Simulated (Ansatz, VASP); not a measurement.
## PbO2 in VASP and in Ansatz

```xyz
6
Lattice="4.9950 0.0000 0.0000 0.0000 4.9950 0.0000 0.0000 0.0000 3.4090" Properties=species:S:1:pos:R:3 pbc="T T T"
Pb    2.4975    2.4975    1.7045
Pb    0.0000    0.0000    0.0000
O     3.4594    3.4594    0.0000
O     4.0331    0.9619    1.7045
O     0.9619    4.0331    1.7045
O     1.5356    1.5356    0.0000
```

Alike in both runs: functional PBEsol; k mesh 6 × 6 × 8; occupations fermi-dirac, width 0.05 eV; non-collinear spin, spin-orbit coupling.

```csv
,VASP,Ansatz
version,VASP 6.6.1,Ansatz 0.2.0
potentials or method,"VASP PAW PBE potentials, release 64 (Pb_d, O)",Ansatz PAW
plane-wave cutoff (eV),520,420
valence electrons in the cell,52,52
task,single point,band structure
```

Ansatz gave:

- pressure (GPa): -0.2
- traceless stress, the component that is largest in VASP (GPa): -0.14
- rms of the force components (eV/Å): 0.015
- net moment per atom (μB): 0.00

**Question.** Estimate VASP's values.

**Answer.** Pressure (GPa): 0.2; traceless stress, the component that is largest in VASP (GPa): 0.03; rms of the force components (eV/Å): 0.008; net moment per atom (μB): 0.00.

VASP's potentials were made for PBE, not for PBEsol. Atom by atom the forces differ by 0.007 eV/Å (rms over components). The functional is the same, so the differences come from potentials, cutoffs and numerics.
